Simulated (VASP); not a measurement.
Here is a VASP 6.6.1 calculation.

The input INCAR:

```
SYSTEM = TaN
ALGO     = Normal         ! electronic algorithm
EDIFF    = 1E-6           ! SCF threshold, eV
ENCUT    = 700            ! plane-wave cutoff, eV
GGA      = PE             ! functional
GGA_COMPAT= .FALSE.      
ISIF     = 2              ! what is computed and relaxed
ISMEAR   = -1             ! smearing method
LASPH    = .TRUE.         ! aspherical terms in the spheres
LCHARG   = .FALSE.        ! write CHGCAR
LREAL    = .FALSE.        ! projectors in reciprocal space
LWAVE    = .FALSE.        ! write WAVECAR
NBANDS   = 16             ! bands
NELM     = 120            ! most SCF steps
PREC     = Accurate       ! precision mode
SIGMA    = 0.05           ! smearing width, eV
```

Contents of KPOINTS:

```
k-points
0
G
  10 10 9
  0 0 0
```

The input POSCAR:

```
TaN
1.0
    2.8780250747      0.0000000000      0.0000000000
   -1.4390125325      2.4924428298      0.0000000000
    0.0000000000      0.0000000000      2.8241489163
Ta N
1 1
Direct
    0.3333333333      0.6666666667      0.5000000000
    0.0000000000      0.0000000000      0.0000000000
```

Potentials or basis: VASP PAW PBE potentials, release 64 (Ta_sv_GW, N).

Launch:

```sh
$ cat potpaw_PBE.64/Ta_sv_GW/POTCAR potpaw_PBE.64/N/POTCAR > POTCAR
$ mpirun -np 1 vasp_std > vasp.out
```

Q: Predict the band gap on the k mesh.

A: Zero (bands 9 and 10 overlap by 0.32 eV).

Q: What does it give for the pressure?

A: 30.1 GPa.

Stress tensor (GPa, compression positive):
```
28.72  0.00  0.00
 0.00 28.72  0.00
 0.00  0.00 32.86
```

Caveat: the cell stands under pressure; spin-orbit coupling is left out, which moves the levels of the heavy elements.
